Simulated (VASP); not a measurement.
# KCl (Pm-3m) in VASP: single point with PBEsol

Aim: the single point of KCl with PBEsol.

Everything below comes from runs of VASP 6.6.1. Logs are shortened: lines on timing, memory, paths and dates and some standing lists are left out, and cuts for length are marked.

### 1 The cell of the first run

It takes space group Pm-3m (No. 221, cubic). Conventional cell: a = 3.839 Å, b = 3.839 Å, c = 3.839 Å, α = 90.00°, β = 90.00°, γ = 90.00°. Within 4.4 Å of K (site symmetry m-3m) lie 8 Cl at 3.32 Å and 6 K at 3.84 Å. Cl (site symmetry m-3m) has 8 K at 3.32 Å and 6 Cl at 3.84 Å within 4.4 Å.

### 2 Single point, PBEsol

INCAR reads:

```
SYSTEM = KCl
  PREC = Accurate
  ENCUT = 500
  EDIFF = 1E-6
  ISMEAR = 0
  SIGMA = 0.01
  LREAL = .False.
  LASPH = .True.
  NELM = 120
  ALGO = Normal
  ISIF = 2
  LWAVE = .False.
  LCHARG = .False.
  GGA = PS
  NBANDS = 15
  GGA_COMPAT = .False.
```

KPOINTS reads:

```
Automatic mesh
0
Gamma
  5 5 5
  0 0 0
```

POSCAR reads:

```
KCl
1.0
    3.8391960000      0.0000000000      0.0000000000
    0.0000000000      3.8391960000      0.0000000000
    0.0000000000      0.0000000000      3.8391960000
K Cl
1 1
Direct
    0.0000000000      0.0000000000      0.0000000000
    0.5000000000      0.5000000000      0.5000000000
```

Potentials or basis: VASP PAW PBE potentials, release 64 (K_sv, Cl).

Run with:

```sh
cat potpaw_PBE.64/K_sv/POTCAR potpaw_PBE.64/Cl/POTCAR > POTCAR
mpirun -np 1 vasp_std > vasp.out
```

OUTCAR:

```text
SYSTEM = KCl
   PREC = Accurate
   ENCUT = 500
   EDIFF = 1E-6
   ISMEAR = 0
   LREAL = .False.
   LASPH = .True.
   NELM = 120
   ISIF = 2
   GGA = PS

 ion  position               nearest neighbor table
   1  0.000  0.000  0.000-
   2  0.500  0.500  0.500-

  LATTYP: Found a simple cubic cell.
 ALAT       =     3.8391960000

  Lattice vectors:

 A1 = (   3.8391960000,   0.0000000000,   0.0000000000)
 A2 = (   0.0000000000,   3.8391960000,   0.0000000000)
 A3 = (   0.0000000000,   0.0000000000,   3.8391960000)

Analysis of symmetry for initial positions (statically):
=====================================================================
 Subroutine PRICEL returns:
 Original cell was already a primitive cell.

 Routine SETGRP: Setting up the symmetry group for a
 simple cubic supercell.

 Subroutine GETGRP returns: Found 48 space group operations
 (whereof 48 operations were pure point group operations)
 out of a pool of 48 trial point group operations.

The static configuration has the point symmetry O_h .

Analysis of symmetry for dynamics (positions and initial velocities):
=====================================================================
 Subroutine PRICEL returns:
 Original cell was already a primitive cell.

 Routine SETGRP: Setting up the symmetry group for a
 simple cubic supercell.

 Subroutine GETGRP returns: Found 48 space group operations
 (whereof 48 operations were pure point group operations)
 out of a pool of 48 trial point group operations.

The dynamic configuration has the point symmetry O_h .

 Subroutine INISYM returns: Found 48 space group operations
 (whereof 48 operations are pure point group operations),
 and found     1 'primitive' translations

----------------------------------------------------------------------------------------

                                     Primitive cell

  volume of cell :      56.5875

  direct lattice vectors                    reciprocal lattice vectors
     3.839196000  0.000000000  0.000000000     0.260471203  0.000000000  0.000000000
     0.000000000  3.839196000  0.000000000     0.000000000  0.260471203  0.000000000
     0.000000000  0.000000000  3.839196000     0.000000000  0.000000000  0.260471203

  length of vectors
     3.839196000  3.839196000  3.839196000     0.260471203  0.260471203  0.260471203

  position of ions in fractional coordinates (direct lattice)
     0.000000000  0.000000000  0.000000000
     0.500000000  0.500000000  0.500000000

  ion indices of the primitive-cell ions
   primitive index   ion index
                 1           1
                 2           2

----------------------------------------------------------------------------------------

 KPOINTS: Automatic mesh

Automatic generation of k-mesh.
 Grid dimensions read from file:
 generate k-points for:    5    5    5

 Generating k-lattice:

  Cartesian coordinates                     Fractional coordinates (reciprocal lattice)
     0.052094241  0.000000000  0.000000000     0.200000000  0.000000000  0.000000000
     0.000000000  0.052094241  0.000000000     0.000000000  0.200000000  0.000000000
     0.000000000  0.000000000  0.052094241     0.000000000  0.000000000  0.200000000

  Length of vectors
     0.052094241  0.052094241  0.052094241

  Shift w.r.t. Gamma in fractional coordinates (k-lattice)
     0.000000000  0.000000000  0.000000000

 Subroutine IBZKPT returns following result:
 ===========================================

 Found     10 irreducible k-points:

 Following reciprocal coordinates:
            Coordinates               Weight
  0.000000  0.000000  0.000000      1.000000
  0.200000  0.000000  0.000000      6.000000
  0.400000  0.000000  0.000000      6.000000
  0.200000  0.200000  0.000000     12.000000
  0.400000  0.200000  0.000000     24.000000
  0.400000  0.400000  0.000000     12.000000
  0.200000  0.200000  0.200000      8.000000
  0.400000  0.200000  0.200000     24.000000
  0.400000  0.400000  0.200000     24.000000
  0.400000  0.400000  0.400000      8.000000
   k-points           NKPTS =     10   k-points in BZ     NKDIM =     10   number of bands    NBANDS=     15
   number of dos      NEDOS =    301   number of ions     NIONS =      2
   total plane-waves  NPLWV =  21952
   dimension x,y,z NGX =    28 NGY =   28 NGZ =   28
   dimension x,y,z NGXF=    56 NGYF=   56 NGZF=   56
   ions per type =               1   1
   NGX,Y,Z   is equivalent  to a cutoff of  12.12, 12.12, 12.12 a.u.
   NGXF,Y,Z  is equivalent  to a cutoff of  24.25, 24.25, 24.25 a.u.
 SYSTEM =  KCl
   PREC   = accura    normal or accurate (medium, high low for compatibility)
   ISTART =      0    job   : 0-new  1-cont  2-samecut
   ICHARG =      2    charge: 1-file 2-atom 10-const
   ISPIN  =      1    spin polarized calculation?
   LNONCOLLINEAR =      F non collinear calculations
   LSORBIT =      F    spin-orbit coupling
   LASPH  =      T    aspherical Exc in radial PAW
   ENCUT  =  500.0 eV  36.75 Ry    6.06 a.u.   7.00  7.00  7.00*2*pi/ulx,y,z
   NELM   =    120;   NELMIN=  2; NELMDL= -5     # of ELM steps
   EDIFF  = 0.1E-05   stopping-criterion for ELM
   LREAL  =      F    real-space projection
   EDIFFG = 0.1E-04   stopping-criterion for IOM
   NSW    =      0    number of steps for IOM
   IBRION =     -1    ionic relax: 0-MD 1-quasi-New 2-CG
   NFREE  =      0    steps in history (QN), initial steepest desc. (CG)
   ISIF   =      2    stress and relaxation
   ISYM   =      2    0-nonsym 1-usesym 2-fastsym
   POTIM  = 0.5000    time-step for ionic-motion
   TEBEG  =    0.0;   TEEND  =   0.0 temperature during run
   PSTRESS=    0.0 pullay stress
   NELECT =      16.0000    total number of electrons
   NUPDOWN=      -1.0000    fix difference up-down
   EMIN   =  10.00;   EMAX   =-10.00  energy-range for DOS
   EFERMI =   0.00;   METHOD = LEGACY
   ISMEAR =     0;   SIGMA  =   0.01  broadening in eV -4-tet -1-fermi 0-gaus
   EFERMI_NEDOS =   21; number of points for ismear=-14 and -15
   IALGO  =     38    algorithm
   IMIX   =      4    mixing-type and parameters
     AMIX     =   0.40;   BMIX     =  1.00
     AMIX_MAG =   1.60;   BMIX_MAG =  1.00
  volume/ion in A,a.u.               =      28.29       190.94
  Fermi-wavevector in a.u.,A,eV,Ry     =   1.074504  2.030517 15.708715  1.154558
  Thomas-Fermi vector in A             =   2.210334
   LORBIT       =      0    0 simple, 1 ext, 2 COOP (PROOUT), +10 PAW based schemes
   GGA     = PS    functional components
   LHFCALC =     F    Hartree Fock is set to
   AEXX    =    0.0000 exact exchange contribution
   IVDW    =     0    specifies the selected vdW correction
   LEPSILON=     F    determine dielectric tensor
   LRPA    =     F    only Hartree local field effects (RPA)
 non-spin polarized calculation
 Gauss-broadening in eV      SIGMA  =   0.01
  energy-cutoff  :      500.00
  volume of cell :       56.59
 maximum number of plane-waves:      1446
 NGX is ok and might be reduce to    28
   NGX = 13   NGY = 13   NGZ = 13

 number of electron      16.0000005 magnetization

 Free energy of the ion-electron system (eV)
  ---------------------------------------------------
  ext. energy  EPLUGINS =         0.00000000
  ---------------------------------------------------
  free energy    TOTEN  =        -6.89586707 eV

  energy without entropy =       -6.89586707  energy(sigma->0) =       -6.89586707

 E-fermi :  -0.8712     XC(G=0):  -8.2660

 val. band max:       -0.9433265717   @ k =   0.4000   0.4000   0.0000
 cond. band min:       3.7157436237   @ k =   0.0000   0.0000   0.0000
 fundamental gap:      4.6590701954
 Fermi energy:        -0.8711893007

 k-point     1 :       0.0000    0.0000    0.0000
  band No.  band energies     occupation
      1     -28.7948      2.00000
      2     -13.4516      2.00000
      3     -12.2445      2.00000
      4     -12.2445      2.00000
      5     -12.2445      2.00000
      6      -1.1102      2.00000
      7      -1.1102      2.00000
      8      -1.1102      2.00000
      9       3.7157      0.00000
     10       5.5439      0.00000
     11       5.5439      0.00000
     12       9.7236      0.00000
     13       9.7236      0.00000
     14       9.7236      0.00000
     15      12.6811      0.00000

 k-point     2 :       0.2000    0.0000    0.0000
  band No.  band energies     occupation
      1     -28.7881      2.00000
      2     -13.5069      2.00000
      3     -12.2337      2.00000
      4     -12.2337      2.00000
      5     -12.2020      2.00000
      6      -1.7678      2.00000
      7      -1.1124      2.00000
      8      -1.1124      2.00000
      9       4.5639      0.00000
     10       5.8683      0.00000
     11       6.2875      0.00000
     12       9.5843      0.00000
     13       9.5843      0.00000
     14       9.9050      0.00000
     15      11.3487      0.00000

 k-point     3 :       0.4000    0.0000    0.0000
  band No.  band energies     occupation
      1     -28.7770      2.00000
      2     -13.6000      2.00000
      3     -12.2160      2.00000
      4     -12.2160      2.00000
      5     -12.1224      2.00000
      6      -2.5845      2.00000
      7      -1.1171      2.00000
      8      -1.1171      2.00000
      9       6.1446      0.00000
     10       6.6813      0.00000
     11       7.2637      0.00000
     12       9.4687      0.00000
     13       9.5260      0.00000
     14       9.5260      0.00000
     15      10.2593      0.00000
[... 91 lines left out ...]
 k-point     9 :       0.4000    0.4000    0.2000
  band No.  band energies     occupation
      1     -28.7544      2.00000
      2     -13.2198      2.00000
      3     -12.4331      2.00000
      4     -12.3686      2.00000
      5     -12.2744      2.00000
      6      -2.1277      2.00000
      7      -2.0810      2.00000
      8      -1.4459      2.00000
      9       6.0637      0.00000
     10       7.2362      0.00000
     11       7.8609      0.00000
     12       7.9331      0.00000
     13       9.2399      0.00000
     14       9.2463      0.00000
     15      11.6246      0.00000

 k-point    10 :       0.4000    0.4000    0.4000
  band No.  band energies     occupation
      1     -28.7446      2.00000
      2     -13.0992      2.00000
      3     -12.4037      2.00000
      4     -12.4037      2.00000
      5     -12.3945      2.00000
      6      -2.1393      2.00000
      7      -2.1393      2.00000
      8      -2.0861      2.00000
      9       7.1671      0.00000
     10       7.6199      0.00000
     11       7.6199      0.00000
     12       8.6104      0.00000
     13       8.9322      0.00000
     14       8.9322      0.00000
     15      11.5963      0.00000

------------------------ aborting loop because EDIFF is reached ----------------------------------------

  FORCE on cell =-STRESS in cart. coord.  units (eV):
  Direction    XX          YY          ZZ          XY          YZ          ZX
  --------------------------------------------------------------------------------------
  -------------------------------------------------------------------------------------
  Total       -0.5053548     -0.5053548     -0.5053548      0.0000000      0.0000000      0.0000000
  in kB      -14.3082366    -14.3082366    -14.3082366      0.0000000      0.0000000      0.0000000
  external PRESSURE =     -14.3082366 kB  Pullay stress =       0.0000000 kB

 VOLUME and BASIS-vectors are now :
 -----------------------------------------------------------------------------
  energy-cutoff  :      500.00
  volume of cell :       56.59
      direct lattice vectors                 reciprocal lattice vectors
     3.839196000  0.000000000  0.000000000     0.260471203  0.000000000  0.000000000
     0.000000000  3.839196000  0.000000000     0.000000000  0.260471203  0.000000000
     0.000000000  0.000000000  3.839196000     0.000000000  0.000000000  0.260471203

 POSITION                                       TOTAL-FORCE (eV/Angst)
 -----------------------------------------------------------------------------------
      0.00000      0.00000      0.00000         0.000000      0.000000      0.000000
      1.91960      1.91960      1.91960         0.000000      0.000000      0.000000
 -----------------------------------------------------------------------------------
    total drift:                                0.000000      0.000000      0.000000

  FREE ENERGIE OF THE ION-ELECTRON SYSTEM (eV)
  ---------------------------------------------------
  free  energy   TOTEN  =        -6.8958670682 eV

  energy  without entropy=       -6.8958670682  energy(sigma->0) =       -6.89586707
```

It took 11 s on 1 thread of Intel Xeon 8259CL, shared host; peak memory 0.12 GiB.

What came out:

```
Free energy            : -6.8959 eV
Pressure               : -1.4 GPa
Band gap on the k mesh : 4.66 eV (least direct gap 4.83 eV)
```

Levels at points of the mesh, in eV from the valence-band top:
```
           k point  band 4  band 5  band 6  band 7  band 8  band 9  band 10  band 11  band 12  band 13
(0.00, 0.00, 0.00)  -11.30  -11.30   -0.17   -0.17   -0.17    4.66     6.49     6.49    10.67    10.67
```

Caveat: the PAW data sets were made with another functional, which shifts forces and pressure a little; an odd mesh through Γ misses points on the zone boundary, where band edges can lie.
